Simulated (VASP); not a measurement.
A run of VASP 6.6.1 is set up as follows.

The input INCAR:

```
PREC = Accurate
ENCUT = 520
EDIFF = 1E-7
ISMEAR = 0
SIGMA = 0.02
LREAL = False
LASPH = True
NELM = 100
ALGO = Normal
ISIF = 2
LWAVE = False
LCHARG = True
GGA = PE
LELF = True
LVHAR = True
NBANDS = 18
```

KPOINTS

```
regular mesh
0
Gamma
  6 6 4
```

Contents of POSCAR:

```
N
1.0
    4.0840619700      0.0000000000      0.0000000000
    0.0000000000      4.0840619700      0.0000000000
    0.0000000000      0.0000000000      5.3459132500
N
4
Direct
    0.9042752000      0.9042752000      0.0000000000
    0.5957248000      0.4042752000      0.5000000000
    0.0957248000      0.1067432420      0.0000000000
    0.4042752000      0.5957248000      0.5000000000
```

Potentials or basis: VASP PAW PBE potentials, release 64 (N).

Launch:

```console
$ cat potpaw_PBE.64/N/POTCAR > POTCAR
$ mpirun -np 1 vasp_std > vasp.out
```

Q: What does it give for the band gap on the k mesh?

A: 6.67 eV, indirect (least direct gap 6.88 eV).

Q: Predict the largest force.

A: 3.489 eV/Å.

Q: Predict the pressure.

A: -1.3 GPa.

Stress tensor (GPa, compression positive):
```
-1.94 -4.62  0.00
-4.62 -2.32  0.00
 0.00  0.00  0.41
```

Caveat: the cell differs from its parent crystal (one atom moved); the standard files for N, O and F lose accuracy on very short bonds; forces of over 1 eV/Å act on the atoms, so gaps and moduli don't describe the material at rest. A k mesh can miss the band edges.
